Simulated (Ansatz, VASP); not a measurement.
**One calculation of V, two programs**

```
V
1.0
    -1.55882    1.55882    1.49887
     1.55882   -1.55882    1.49887
     1.55882    1.55882   -1.49887
V
1
Direct
  0.00000 0.00000 0.00000
```

Change from the starting cell: x and y stretched by +4 %, z held.

Alike in both runs: task single point; functional PBE; k mesh 16 × 16 × 16; occupations fermi-dirac, width 0.05 eV; collinear spin.

|  | VASP | Ansatz |
| --- | --- | --- |
| version | VASP 6.6.1 | Ansatz 0.2.0 |
| potentials or method | VASP PAW PBE potentials, release 64 (V_sv), cutoff 520 eV | all-electron LAPW, scalar-relativistic |

```tsv
	VASP	Ansatz	Ansatz less VASP
pressure (GPa)	-12.0	-12.2	-0.22
traceless stress, the component that is largest in VASP (GPa)	2.68	2.69	+0.017
net moment per atom (μB)	0.00	0.00	-0.001
```

Ansatz ran all-electron here, and VASP with PAW potentials. Ansatz's warnings: seeded moment not kept.
